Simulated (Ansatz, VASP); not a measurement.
**FeO: VASP beside Ansatz**

```
CELL_PARAMETERS angstrom
1.47972 0.85432 2.41642
-1.47972 0.85432 2.41642
0.00000 -1.70864 2.41642
ATOMIC_POSITIONS crystal
Fe 0.00000 0.00000 0.00000
O 0.50000 0.50000 0.50000
```

Alike in both runs: functional LDA; k mesh 18 × 18 × 18; occupations gaussian, width 0.1 eV; collinear spin.

Ansatz relaxed the structure, and its values are those at the end. VASP's run is a single point on that final structure, the one shown.

```csv
,VASP,Ansatz
version,VASP 6.6.1,Ansatz 0.2.0
potentials or method,"VASP PAW LDA potentials, release 64 (Fe_sv, O), cutoff 600 eV","scalar-relativistic, plane waves, PAW"
valence electrons in the cell,22,22
```

VASP gave:

| Property | Result |
| --- | --- |
| gap on the k mesh at the Fermi level (eV) | none |
| pressure (GPa) | -4.4 |
| net moment per atom (μB) | 1.88 |
| size of the moment on the site where the two differ most (μB) | 0.28 |

Question: What did Ansatz give for the same quantities?

Answer: gap on the k mesh at the Fermi level (eV): none; pressure (GPa): 0.0; net moment per atom (μB): 1.95; size of the moment on the site where the two differ most (μB): 0.33.

LDA's correlation is that of Perdew and Zunger in VASP and of Perdew and Wang (1992) in Ansatz. Site moments also hang on the region over which each program counts them. A gap of «none» marks a metal or a gap that the smearing closes. One of these differences is far larger than is usual between the two programs; its cause wasn't traced.
